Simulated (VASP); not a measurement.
# Li (P-1) in VASP: a series of runs

Li is run at these levels: PBE; tasks: single point.

Program: VASP 6.6.1. These are calculated values, not measurements. Logs are shortened: lines on timing, memory, paths and dates and some standing lists are left out, and cuts for length are marked.

### 1 The cell of the first run

The typed cell holds 3 atoms: a = 7.849 Å, b = 7.781 Å, c = 7.762 Å, α = 22.81°, β = 23.11°, γ = 22.88°.

### 2 Single point, PBE (equal xy, yz and zx shear strains of +2 %)

INCAR

```
PREC = Accurate
ENCUT = 520
EDIFF = 1E-6
ISMEAR = -1
SIGMA = 0.05
LREAL = False
LASPH = True
NELM = 80
ALGO = Normal
ISIF = 2
LWAVE = False
LCHARG = False
GGA = PE
NBANDS = 12
```

KPOINTS

```
Automatic mesh
0
Gamma
  12 12 12
```

POSCAR

```
Li
1.0
    1.6353337756      0.9865689849      7.6127567996
   -1.4656641558      0.9555590055      7.5817468203
    0.0579793801     -1.7144789905      7.5703963801
Li
3
Direct
    0.0000000000      0.0000000000      0.0000000000
    0.2220000000      0.2220000000      0.2220000000
    0.7780000000      0.7780000000      0.7780000000
```

Potentials or basis: VASP PAW PBE potentials, release 64 (Li_sv).

Run with:

```bash
$ cat potpaw_PBE.64/Li_sv/POTCAR > POTCAR
$ mpirun -np 1 vasp_std > vasp.out
```

OUTCAR:

```text
PREC = Accurate
   ENCUT = 520
   EDIFF = 1E-6
   ISMEAR = -1
   LREAL = False
   LASPH = True
   NELM = 80
   ISIF = 2
   GGA = PE

 ion  position               nearest neighbor table
   1  0.000  0.000  0.000-
   2  0.222  0.222  0.222-
   3  0.778  0.778  0.778-

  LATTYP: Found a triclinic cell.
 ALAT       =     3.1013080157
 B/A-ratio  =     0.9912599912
 C/A-ratio  =     2.6813171063
 COS(alpha) =     0.0024068803
 COS(beta)  =     0.3589379743
 COS(gamma) =     0.4868514561

  Lattice vectors:

 A1 = (   3.1009979314,   0.0310099794,   0.0310099793)
 A2 = (   1.5236435359,  -2.6700379960,  -0.0113504402)
 A3 = (   3.0430185513,   1.7454889699,  -7.5393864008)

Analysis of symmetry for initial positions (statically):
=====================================================================
 Subroutine PRICEL returns:
 Original cell was already a primitive cell.

 Routine SETGRP: Setting up the symmetry group for a
 triclinic supercell.

 Subroutine GETGRP returns: Found  2 space group operations
 (whereof  2 operations were pure point group operations)
 out of a pool of  2 trial point group operations.

The static configuration has the point symmetry S_2 .

Analysis of symmetry for dynamics (positions and initial velocities):
=====================================================================
 Subroutine PRICEL returns:
 Original cell was already a primitive cell.

 Routine SETGRP: Setting up the symmetry group for a
 triclinic supercell.

 Subroutine GETGRP returns: Found  2 space group operations
 (whereof  2 operations were pure point group operations)
 out of a pool of  2 trial point group operations.

The dynamic configuration has the point symmetry S_2 .

 Subroutine INISYM returns: Found  2 space group operations
 (whereof  2 operations are pure point group operations),
 and found     1 'primitive' translations

----------------------------------------------------------------------------------------

                                     Primitive cell

  volume of cell :      63.1755

  direct lattice vectors                    reciprocal lattice vectors
     1.635333776  0.986568985  7.612756800     0.320261943  0.182590481  0.038898750
    -1.465664156  0.955559005  7.581746820    -0.324819467  0.188977426  0.045285694
     0.057979380 -1.714478990  7.570396380     0.003252495 -0.372872935  0.047623478

  length of vectors
     7.848675112  7.781012099  7.762325758     0.370702183  0.378511489  0.375915949

  position of ions in fractional coordinates (direct lattice)
     0.000000000  0.000000000  0.000000000
     0.222000000  0.222000000  0.222000000
     0.778000000  0.778000000  0.778000000

  ion indices of the primitive-cell ions
   primitive index   ion index
                 1           1
                 2           2
                 3           3

----------------------------------------------------------------------------------------

 KPOINTS: Automatic mesh

Automatic generation of k-mesh.
 Grid dimensions read from file:
 generate k-points for:   12   12   12

 Generating k-lattice:

  Cartesian coordinates                     Fractional coordinates (reciprocal lattice)
     0.026688495  0.015215873  0.003241562     0.083333333  0.000000000 -0.000000000
    -0.027068289  0.015748119  0.003773808     0.000000000  0.083333333  0.000000000
     0.000271041 -0.031072745  0.003968623     0.000000000  0.000000000  0.083333333

  Length of vectors
     0.030891849  0.031542624  0.031326329

  Shift w.r.t. Gamma in fractional coordinates (k-lattice)
     0.000000000  0.000000000  0.000000000

 Subroutine IBZKPT returns following result:
 ===========================================

 Found    868 irreducible k-points:

 Following reciprocal coordinates:
            Coordinates               Weight
  0.000000  0.000000  0.000000      1.000000
  0.083333 -0.000000 -0.000000      2.000000
  0.166667  0.000000  0.000000      2.000000
  0.250000 -0.000000  0.000000      2.000000
  0.333333 -0.000000 -0.000000      2.000000
  0.416667  0.000000  0.000000      2.000000
[... 16 lines left out ...]
  0.250000  0.166667  0.000000      2.000000
  0.333333  0.166667  0.000000      2.000000
 [... further k-points ...]
   k-points           NKPTS =    868   k-points in BZ     NKDIM =    868   number of bands    NBANDS=     12
   number of dos      NEDOS =    301   number of ions     NIONS =      3
   total plane-waves  NPLWV = 216000
   dimension x,y,z NGX =    60 NGY =   60 NGZ =   60
   dimension x,y,z NGXF=   120 NGYF=  120 NGZF=  120
   ions per type =               3
   NGX,Y,Z   is equivalent  to a cutoff of  12.71, 12.82, 12.85 a.u.
   NGXF,Y,Z  is equivalent  to a cutoff of  25.42, 25.64, 25.70 a.u.
 SYSTEM =  unknown system
   PREC   = accura    normal or accurate (medium, high low for compatibility)
   ISTART =      0    job   : 0-new  1-cont  2-samecut
   ICHARG =      2    charge: 1-file 2-atom 10-const
   ISPIN  =      1    spin polarized calculation?
   LNONCOLLINEAR =      F non collinear calculations
   LSORBIT =      F    spin-orbit coupling
   LASPH  =      T    aspherical Exc in radial PAW
   ENCUT  =  520.0 eV  38.22 Ry    6.18 a.u.  14.59 14.47 14.43*2*pi/ulx,y,z
   NELM   =     80;   NELMIN=  2; NELMDL= -5     # of ELM steps
   EDIFF  = 0.1E-05   stopping-criterion for ELM
   LREAL  =      F    real-space projection
   EDIFFG = 0.1E-04   stopping-criterion for IOM
   NSW    =      0    number of steps for IOM
   IBRION =     -1    ionic relax: 0-MD 1-quasi-New 2-CG
   NFREE  =      0    steps in history (QN), initial steepest desc. (CG)
   ISIF   =      2    stress and relaxation
   ISYM   =      2    0-nonsym 1-usesym 2-fastsym
   POTIM  = 0.5000    time-step for ionic-motion
   TEBEG  =    0.0;   TEEND  =   0.0 temperature during run
   PSTRESS=    0.0 pullay stress
   NELECT =       9.0000    total number of electrons
   NUPDOWN=      -1.0000    fix difference up-down
   EMIN   =  10.00;   EMAX   =-10.00  energy-range for DOS
   EFERMI =   0.00;   METHOD = LEGACY
   ISMEAR =    -1;   SIGMA  =   0.05  broadening in eV -4-tet -1-fermi 0-gaus
   EFERMI_NEDOS =   21; number of points for ismear=-14 and -15
   IALGO  =     38    algorithm
   IMIX   =      4    mixing-type and parameters
     AMIX     =   0.40;   BMIX     =  1.00
     AMIX_MAG =   1.60;   BMIX_MAG =  1.00
  volume/ion in A,a.u.               =      21.06       142.11
  Fermi-wavevector in a.u.,A,eV,Ry     =   0.855013  1.615741  9.946505  0.731047
  Thomas-Fermi vector in A             =   1.971698
   LORBIT       =      0    0 simple, 1 ext, 2 COOP (PROOUT), +10 PAW based schemes
   GGA     = PE    functional components
   LHFCALC =     F    Hartree Fock is set to
   AEXX    =    0.0000 exact exchange contribution
   IVDW    =     0    specifies the selected vdW correction
   LEPSILON=     F    determine dielectric tensor
   LRPA    =     F    only Hartree local field effects (RPA)
 non-spin polarized calculation
  energy-cutoff  :      520.00
  volume of cell :       63.18
 maximum number of plane-waves:      1722
   NGX = 29   NGY = 29   NGZ = 29

 number of electron       9.0000011 magnetization

 Free energy of the ion-electron system (eV)
  ---------------------------------------------------
  ext. energy  EPLUGINS =         0.00000000
  ---------------------------------------------------
  free energy    TOTEN  =        -5.72269371 eV

  energy without entropy =       -5.71133880  energy(sigma->0) =       -5.71701625

 E-fermi :   0.4968     XC(G=0):  -6.9520

 val. band max:        0.4961372083   @ k =   0.5000  -0.2500   0.2500
 cond. band min:       0.5010658928   @ k =   0.1667  -0.3333   0.2500
 fundamental gap:      0.0049286845
 Fermi energy:         0.4967724016

 k-point     1 :       0.0000    0.0000    0.0000
  band No.  band energies     occupation
      1     -46.0764      2.00000
      2     -46.0644      2.00000
      3     -46.0598      2.00000
      4      -2.9903      2.00000
      5      -1.0544      2.00000
      6      -1.0540      2.00000
      7       6.0497      0.00000
      8       6.0747      0.00000
      9      12.7853      0.00000
     10      13.0177      0.00000
     11      13.1635      0.00000
     12      13.2043      0.00000

 k-point     2 :       0.0833   -0.0000   -0.0000
  band No.  band energies     occupation
      1     -46.0756      2.00000
      2     -46.0638      2.00000
      3     -46.0593      2.00000
      4      -2.8824      2.00000
      5      -1.0211      2.00000
      6      -0.8582      2.00000
      7       5.9387      0.00000
      8       6.3101      0.00000
      9      11.4598      0.00000
     10      12.4077      0.00000
     11      12.4700      0.00000
     12      12.7194      0.00000

 k-point     3 :       0.1667    0.0000    0.0000
  band No.  band energies     occupation
      1     -46.0734      2.00000
      2     -46.0621      2.00000
      3     -46.0579      2.00000
      4      -2.5589      2.00000
      5      -0.7640      2.00000
      6      -0.4327      2.00000
      7       5.8877      0.00000
      8       6.6684      0.00000
      9       9.4646      0.00000
     10      10.6576      0.00000
     11      11.4308      0.00000
     12      11.7685      0.00000
[... 286 lines left out ...]
 k-point    23 :       0.2500    0.1667    0.0000
  band No.  band energies     occupation
      1     -46.0712      2.00000
      2     -46.0610      2.00000
      3     -46.0563      2.00000
      4      -2.2065      2.00000
      5      -0.7167      2.00000
      6       0.2389      1.98854
      7       5.4692      0.00000
      8       7.3195      0.00000
      9       8.8128      0.00000
     10       9.2724      0.00000
     11       9.6542      0.00000
     12      11.2302      0.00000

 k-point    24 :       0.3333    0.1667    0.0000
  band No.  band energies     occupation
      1     -46.0685      2.00000
      2     -46.0589      2.00000
      3     -46.0548      2.00000
      4      -1.6618      2.00000
      5      -0.2514      2.00000
      6       0.8897      0.00077
      7       5.4426      0.00000
      8       7.0369      0.00000
      9       7.5293      0.00000
     10       8.1337      0.00000
     11       8.5528      0.00000
     12      10.0785      0.00000

 [... further k-points ...]

------------------------ aborting loop because EDIFF is reached ----------------------------------------

  FORCE on cell =-STRESS in cart. coord.  units (eV):
  Direction    XX          YY          ZZ          XY          YZ          ZX
  --------------------------------------------------------------------------------------
  -------------------------------------------------------------------------------------
  Total       -0.2130519     -0.1843386     -0.2913185     -0.0770365     -0.0406334     -0.0494944
  in kB       -5.4031546     -4.6749633     -7.3880543     -1.9537032     -1.0304926     -1.2552156
  external PRESSURE =      -5.8220574 kB  Pullay stress =       0.0000000 kB

 VOLUME and BASIS-vectors are now :
 -----------------------------------------------------------------------------
  energy-cutoff  :      520.00
  volume of cell :       63.18
      direct lattice vectors                 reciprocal lattice vectors
     1.635333776  0.986568985  7.612756800     0.320261943  0.182590481  0.038898750
    -1.465664156  0.955559005  7.581746820    -0.324819467  0.188977426  0.045285694
     0.057979380 -1.714478990  7.570396380     0.003252495 -0.372872935  0.047623478

 POSITION                                       TOTAL-FORCE (eV/Angst)
 -----------------------------------------------------------------------------------
      0.00000      0.00000      0.00000        -0.000000     -0.000000      0.000000
      0.05054      0.05054      5.05381         0.007476      0.000087      0.008717
      0.17711      0.17711     17.71109        -0.007476     -0.000087     -0.008717
 -----------------------------------------------------------------------------------
    total drift:                               -0.000000     -0.000000      0.000000

  FREE ENERGIE OF THE ION-ELECTRON SYSTEM (eV)
  ---------------------------------------------------
  free  energy   TOTEN  =        -5.7226937067 eV

  energy  without entropy=       -5.7113388001  energy(sigma->0) =       -5.71701625
```

Wall time 24 min (1 thread of Intel Xeon 6975P-C (Granite Rapids), shared host); peak memory 0.8 GiB.

Results:

| Property | Result |
| --- | --- |
| Free energy | -5.7227 eV |
| Largest force | 0.011 eV/Å |
| Band gap on the k mesh | zero (an odd number of electrons rules out a gap without spin polarisation) |

Forces on the atoms (eV/Å):
```
Li   0.000  0.000  0.000
Li   0.007  0.000  0.009
Li  -0.007  0.000 -0.009
```

Levels at points of the mesh, in eV from the Fermi level:
| k point | band 2 | band 3 | band 4 | band 5 | band 6 | band 7 | band 8 | band 9 |
| --- | --- | --- | --- | --- | --- | --- | --- | --- |
| (0.00, 0.00, 0.00) | -46.56 | -46.56 | -3.49 | -1.55 | -1.55 | 5.55 | 5.58 | 12.29 |
| (0.50, 0.00, 0.00) | -46.55 | -46.55 | -0.11 | 0.71 | 1.11 | 3.52 | 3.71 | 4.14 |
| (0.00, 0.50, 0.00) | -46.55 | -46.55 | 0.04 | 0.91 | 1.09 | 3.69 | 3.90 | 4.51 |
| (0.50, 0.50, 0.00) | -46.55 | -46.55 | 0.22 | 0.39 | 1.14 | 3.22 | 4.21 | 5.30 |
| (0.00, 0.00, 0.50) | -46.55 | -46.55 | -0.01 | 0.86 | 0.96 | 3.54 | 3.89 | 4.51 |
| (0.50, 0.00, 0.50) | -46.55 | -46.55 | 0.31 | 0.43 | 1.22 | 3.25 | 4.38 | 5.45 |
| (0.00, 0.50, 0.50) | -46.55 | -46.55 | 0.23 | 0.24 | 1.12 | 2.93 | 4.39 | 5.47 |
| (0.50, 0.50, 0.50) | -46.56 | -46.55 | -3.00 | -2.99 | 0.03 | 2.83 | 10.26 | 10.31 |

Caveat: the cell differs from its parent crystal (equal xy, yz and zx shear strains of +2 %); the cutoff is under 1.25 times the usual one of these potentials, so pressure, stress and relaxed cells hold a basis-set (Pulay) error.

(Continued in part 2 of 2.)
